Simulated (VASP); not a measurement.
# BaTiO3 (P4mm) in VASP: single point with r2SCAN+U

Aim: the single point of BaTiO3 with r2SCAN+U.

All numbers are computed with VASP 6.6.1; they aren't measurements. Logs are shortened: lines on timing, memory, paths and dates and some standing lists are left out, and cuts for length are marked.

### Step 1. The cell of the first run

It takes space group P4mm (No. 99, tetragonal). Conventional cell: a = 3.999 Å, b = 3.999 Å, c = 4.022 Å, α = 90.00°, β = 90.00°, γ = 90.00°. Within 3.7 Å of Ba (site symmetry 4mm) lie 12 O at 2.80 to 2.87 Å and 8 Ti at 3.46 to 3.47 Å. Ti (site symmetry 4mm) has 6 O at 1.94 to 2.08 Å within 2.6 Å. O (site symmetry 4mm) has 2 Ti at 1.94 to 2.08 Å within 2.6 Å. Within 2.6 Å of O (site symmetry 2mm) lie 2 Ti at 2.00 Å.

### Step 2. Single point, r2SCAN+U, collinear spin

The input, POSCAR:

```
BaTiO3
1.0
    3.9988000000      0.0000000000      0.0000000000
    0.0000000000      3.9988000000      0.0000000000
    0.0000000000      0.0000000000      4.0222000000
Ba Ti O
1 1 3
Direct
    0.0000000000      0.0000000000      0.0000000000
    0.5000000000      0.5000000000      0.5021000000
    0.5000000000      0.5000000000      0.9847000000
    0.5000000000      0.0000000000      0.5130000000
    0.0000000000      0.5000000000      0.5130000000
```

The input, INCAR.step1:

```
PREC = Accurate
ENCUT = 520
ISMEAR = -1
SIGMA = 0.05
LREAL = F
LASPH = T
NELM = 150
ISPIN = 2
MAGMOM = 0 1 0 0 0
LMAXMIX = 4
LDAU = T
LDAUTYPE = 2
LDAUL = -1 2 -1
LDAUU = 0 3 0
LDAUJ = 0 0 0
NBANDS = 32
GGA = PE
ALGO = Normal
EDIFF = 1E-4
LWAVE = T
LCHARG = F
```

The input, INCAR.step2:

```
PREC = Accurate
ENCUT = 520
EDIFF = 1E-6
ISMEAR = -1
SIGMA = 0.05
LREAL = F
LASPH = T
NELM = 150
ALGO = Normal
ISIF = 2
LWAVE = F
LCHARG = F
ISPIN = 2
MAGMOM = 0 1 0 0 0
LORBIT = 11
LMAXMIX = 4
LDAU = T
LDAUTYPE = 2
LDAUL = -1 2 -1
LDAUU = 0 3 0
LDAUJ = 0 0 0
LDAUPRINT = 1
METAGGA = R2SCAN
LMIXTAU = T
NBANDS = 32
ISTART = 1
```

The input, KPOINTS:

```
Automatic mesh
0
Gamma
  5 5 5
```

Potentials or basis: VASP PAW PBE potentials, release 64 (Ba_sv, Ti_sv, O).

Command:

```sh
$ cat potpaw_PBE.64/Ba_sv/POTCAR potpaw_PBE.64/Ti_sv/POTCAR potpaw_PBE.64/O/POTCAR > POTCAR
$ cp INCAR.step1 INCAR
$ mpirun -np 1 vasp_std > vasp.out
$ cp INCAR.step2 INCAR
$ mpirun -np 1 vasp_std > vasp.out
```

OUTCAR:

```text
PREC = Accurate
   ENCUT = 520
   EDIFF = 1E-6
   ISMEAR = -1
   LREAL = F
   LASPH = T
   NELM = 150
   ISIF = 2
   ISPIN = 2
   LORBIT = 11
   METAGGA = R2SCAN
   ISTART = 1

 ion  position               nearest neighbor table
   1  0.000  0.000  0.000-   4 2.80   5 2.80   5 2.80   4 2.80   3 2.83   3 2.83   3 2.83   3 2.83
                             4 2.87   5 2.87   5 2.87   4 2.87   2 3.46   2 3.46   2 3.46   2 3.46
   2  0.500  0.500  0.502-   3 1.94   4 2.00   5 2.00   4 2.00   5 2.00   3 2.08   1 3.46   1 3.46
                             1 3.46   1 3.46   1 3.47   1 3.47   1 3.47   1 3.47
   3  0.500  0.500  0.985-   2 1.94   2 2.08   1 2.83   1 2.83   1 2.83   1 2.83
   4  0.500  0.000  0.513-   2 2.00   2 2.00   1 2.80   1 2.80   1 2.87   1 2.87
   5  0.000  0.500  0.513-   2 2.00   2 2.00   1 2.80   1 2.80   1 2.87   1 2.87

  LATTYP: Found a simple tetragonal cell.
 ALAT       =     3.9988000000
 C/A-ratio  =     1.0058517555

  Lattice vectors:

 A1 = (   3.9988000000,   0.0000000000,   0.0000000000)
 A2 = (   0.0000000000,   3.9988000000,   0.0000000000)
 A3 = (   0.0000000000,   0.0000000000,   4.0222000000)

Analysis of symmetry for initial positions (statically):
=====================================================================
 Subroutine PRICEL returns:
 Original cell was already a primitive cell.

 Routine SETGRP: Setting up the symmetry group for a
 simple tetragonal supercell.

 Subroutine GETGRP returns: Found  8 space group operations
 (whereof  8 operations were pure point group operations)
 out of a pool of 16 trial point group operations.

The static configuration has the point symmetry C_4v.

Analysis of symmetry for dynamics (positions and initial velocities):
=====================================================================
 Subroutine PRICEL returns:
 Original cell was already a primitive cell.

 Routine SETGRP: Setting up the symmetry group for a
 simple tetragonal supercell.

 Subroutine GETGRP returns: Found  8 space group operations
 (whereof  8 operations were pure point group operations)
 out of a pool of 16 trial point group operations.

The dynamic configuration has the point symmetry C_4v.

Analysis of structural, dynamic, and magnetic symmetry:
=====================================================================
 Subroutine PRICEL returns:
 Original cell was already a primitive cell.

 Routine SETGRP: Setting up the symmetry group for a
 simple tetragonal supercell.

 Subroutine GETGRP returns: Found  8 space group operations
 (whereof  8 operations were pure point group operations)
 out of a pool of 16 trial point group operations.

The overall configuration has the point symmetry C_4v.

 Subroutine INISYM returns: Found  8 space group operations
 (whereof  8 operations are pure point group operations),
 and found     1 'primitive' translations

[... 169 lines left out ...]

 number of electron      39.9999978 magnetization       0.0000000

 Free energy of the ion-electron system (eV)
  ---------------------------------------------------
  ext. energy  EPLUGINS =         0.00000000
  ---------------------------------------------------
  free energy    TOTEN  =       -72.22244934 eV

  energy without entropy =      -72.22244934  energy(sigma->0) =      -72.22244934

 E-fermi :   4.7104     XC(G=0): -11.9039

 val. band max:        3.5014194711   @ k =   0.4000   0.4000   0.4000
 cond. band min:       6.1511045002   @ k =   0.0000   0.0000   0.0000
 fundamental gap:      2.6496850291
 Fermi energy:         4.7104033301

 spin component 1

 k-point     1 :       0.0000    0.0000    0.0000
  band No.  band energies     occupation
      1     -56.0663      1.00000
      2     -31.1935      1.00000
      3     -31.1831      1.00000
      4     -31.1831      1.00000
      5     -21.8753      1.00000
      6     -14.2855      1.00000
[... 619 lines left out ...]
     31      17.2814      0.00000
     32      19.4845      0.00000
 Fermi energy:         4.7104033301

 spin component 2

 k-point     1 :       0.0000    0.0000    0.0000
  band No.  band energies     occupation
      1     -56.0663      1.00000
      2     -31.1935      1.00000
      3     -31.1831      1.00000
      4     -31.1831      1.00000
      5     -21.8753      1.00000
      6     -14.2855      1.00000
[... 619 lines left out ...]
     31      17.2814      0.00000
     32      19.4845      0.00000

------------------------ aborting loop because EDIFF is reached ----------------------------------------

  FORCE on cell =-STRESS in cart. coord.  units (eV):
  Direction    XX          YY          ZZ          XY          YZ          ZX
  --------------------------------------------------------------------------------------
  -------------------------------------------------------------------------------------
  Total        1.3481996      1.3481996      1.0650285      0.0000000      0.0000000      0.0000000
  in kB       33.5847223     33.5847223     26.5307057      0.0000000      0.0000000      0.0000000
  external PRESSURE =      31.2333834 kB  Pullay stress =       0.0000000 kB

 VOLUME and BASIS-vectors are now :
 -----------------------------------------------------------------------------
  energy-cutoff  :      520.00
  volume of cell :       64.32
      direct lattice vectors                 reciprocal lattice vectors
     3.998800000  0.000000000  0.000000000     0.250075023  0.000000000  0.000000000
     0.000000000  3.998800000  0.000000000     0.000000000  0.250075023  0.000000000
     0.000000000  0.000000000  4.022200000     0.000000000  0.000000000  0.248620158

 POSITION                                       TOTAL-FORCE (eV/Angst)
 -----------------------------------------------------------------------------------
      0.00000      0.00000      0.00000         0.000000      0.000000      0.059032
      1.99940      1.99940      2.01955         0.000000     -0.000000      0.181784
      1.99940      1.99940      3.96066         0.000000      0.000000      0.987093
      1.99940      0.00000      2.06339         0.000000      0.000000     -0.613954
      0.00000      1.99940      2.06339        -0.000000      0.000000     -0.613954
 -----------------------------------------------------------------------------------
    total drift:                                0.000000      0.000000     -0.010803

  FREE ENERGIE OF THE ION-ELECTRON SYSTEM (eV)
  ---------------------------------------------------
  free  energy   TOTEN  =       -72.2224493430 eV

  energy  without entropy=      -72.2224493430  energy(sigma->0) =      -72.22244934

 total charge

# of ion       s       p       d       tot
------------------------------------------
    1        2.019   5.670   0.308   7.997
    2        2.213   6.279   1.522  10.014
    3        1.566   3.512   0.000   5.079
    4        1.567   3.514   0.000   5.080
    5        1.567   3.514   0.000   5.080
--------------------------------------------------
tot          8.931  22.488   1.830  33.249

 magnetization (x)

# of ion       s       p       d       tot
------------------------------------------
    1       -0.000  -0.000  -0.000  -0.000
    2       -0.000  -0.000  -0.000  -0.000
    3        0.000   0.000   0.000   0.000
    4        0.000   0.000   0.000   0.000
    5        0.000   0.000   0.000   0.000
--------------------------------------------------
tot          0.000   0.000  -0.000   0.000
```

Run time: 3.4 min. Hardware: 1 thread of Intel Xeon Platinum 8488C (Sapphire Rapids), shared host; peak memory 0.23 GiB.

What came out:

| Quantity | Value |
| --- | --- |
| Free energy | -72.2224 eV |
| Pressure | 3.1 GPa |
| Largest force | 0.987 eV/Å |
| Band gap on the k mesh | 2.65 eV (least direct gap 2.72 eV) |
| Net moment | 0.00 μB per cell |
| Valence electrons inside the program's atomic spheres | Ba 8.00; Ti 10.01; O 5.08 |

Forces on the atoms (eV/Å):
```
Ba   0.000  0.000  0.059
Ti   0.000  0.000  0.182
O    0.000  0.000  0.987
O    0.000  0.000 -0.614
O    0.000  0.000 -0.614
```

Levels at points of the mesh, in eV from the valence-band top:
Spin up:
```csv
k point,band 18,band 19,band 20,band 21,band 22,band 23
"(0.00, 0.00, 0.00)",-0.10,-0.07,-0.07,2.65,2.66,2.66
```
Spin down:
| k point | band 17 | band 18 | band 19 | band 20 | band 21 | band 22 | band 23 | band 24 |
| --- | --- | --- | --- | --- | --- | --- | --- | --- |
| (0.00, 0.00, 0.00) | -1.02 | -0.10 | -0.07 | -0.07 | 2.65 | 2.66 | 2.66 | 4.32 |

Eigenvalues of the final occupation matrices:
| site | spin | trace | eigenvalues |
| --- | --- | --- | --- |
| site 2 d | 1 | 0.77 | 0.10 0.10 0.10 0.24 0.24 |
| site 2 d | 2 | 0.77 | 0.10 0.10 0.10 0.24 0.24 |

Caveat: the cell stands under pressure; the PAW data sets were made with another functional, which shifts forces and pressure a little; spin-orbit coupling is left out, which moves the levels of the heavy elements; an odd mesh through Γ misses points on the zone boundary, where band edges can lie.
